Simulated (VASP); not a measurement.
Crystal: Si2C.

```
CELL_PARAMETERS angstrom
4.39975 0.00000 0.00000
-2.19987 3.81029 0.00000
0.00000 0.00000 5.16118
ATOMIC_POSITIONS crystal
Si 0.16223 0.24672 0.31595
Si 0.75328 0.91551 0.64928
Si 0.08449 0.83777 0.98261
Si 0.75328 0.83777 0.35072
Si 0.08449 0.24672 0.01739
Si 0.16223 0.91551 0.68405
C 0.61105 0.38895 0.33333
C 0.61105 0.22211 0.66667
C 0.77789 0.38895 0.00000
```

```yaml
Program: VASP 6.6.1
Task: relaxation of cell and atoms
Functional: PBE
Potentials_or_basis: VASP PAW PBE potentials, release 64 (Si, C)
Cutoff: 600 eV
k_mesh: 6 × 6 × 4
Occupations: gaussian, width 0.1 eV
Spin: no spin polarisation
```

At the start: pressure 176.4 GPa; volume 9.61 Å³/atom.

Question: Where does the relaxation end?

Answer: Over 50 steps the energy falls by 4435.0 meV/atom and the volume is 13.67 Å³/atom (+42.2 %); space group P3_112 (No. 151, to 0.05 Å).

The path:
```tsv
step	energy change (eV)	largest force (eV/Å)	pressure (GPa)	volume (Å³)
1	0.0000	33.0578	176.40	86.52
3	-25.4472	2.9263	-15.13	272.57
5	-26.9572	8.7606	4.97	158.19
7	-29.2960	3.5746	-9.09	185.97
9	-33.3329	3.3224	-4.08	149.71
11	-34.9917	1.2845	10.41	131.18
13	-37.8180	0.6884	-4.51	148.17
15	-37.8692	0.7087	-3.05	146.10
17	-38.2205	0.4631	2.00	139.11
19	-38.5521	0.8475	-0.54	142.42
21	-38.6917	0.5119	1.28	142.58
23	-38.7605	0.4679	-1.63	146.61
25	-38.8090	0.2967	-0.31	145.26
27	-38.8585	0.2639	-0.46	140.68
29	-38.9171	0.5143	3.65	134.03
31	-38.9284	0.5992	4.02	133.26
33	-38.9505	0.7353	4.31	132.19
35	-39.0646	0.7751	1.75	132.83
37	-39.1689	0.9647	-1.85	133.45
39	-39.4794	1.0577	-6.21	131.34
41	-39.8154	0.4506	1.57	121.39
43	-39.8979	0.2569	0.00	121.32
45	-39.9082	0.0841	0.72	121.31
47	-39.9112	0.1077	-0.17	122.36
49	-39.9137	0.0676	0.14	122.70
50	-39.9147	0.0176	-0.11	123.01
```

Final structure:
```yaml
crystal:
  lattice:
    - [4.66045, 0.00000, 0.00000]
    - [-2.33022, 4.03606, 0.00000]
    - [0.00000, 0.00000, 6.53990]
  atoms:
    - { symbol: Si, position: [0.48510, 0.46996, 0.61861] }
    - { symbol: Si, position: [0.53004, 0.01515, 0.95195] }
    - { symbol: Si, position: [0.98485, 0.51490, 0.28528] }
    - { symbol: Si, position: [0.53004, 0.51490, 0.04805] }
    - { symbol: Si, position: [0.98485, 0.46996, 0.71472] }
    - { symbol: Si, position: [0.48510, 0.01515, 0.38139] }
    - { symbol: C, position: [0.53570, 0.46430, 0.33333] }
    - { symbol: C, position: [0.53570, 0.07140, 0.66667] }
    - { symbol: C, position: [0.92860, 0.46430, 0.00000] }
```

Caveat: the volume moved by over 15 % at a fixed basis, so the end points are rough.
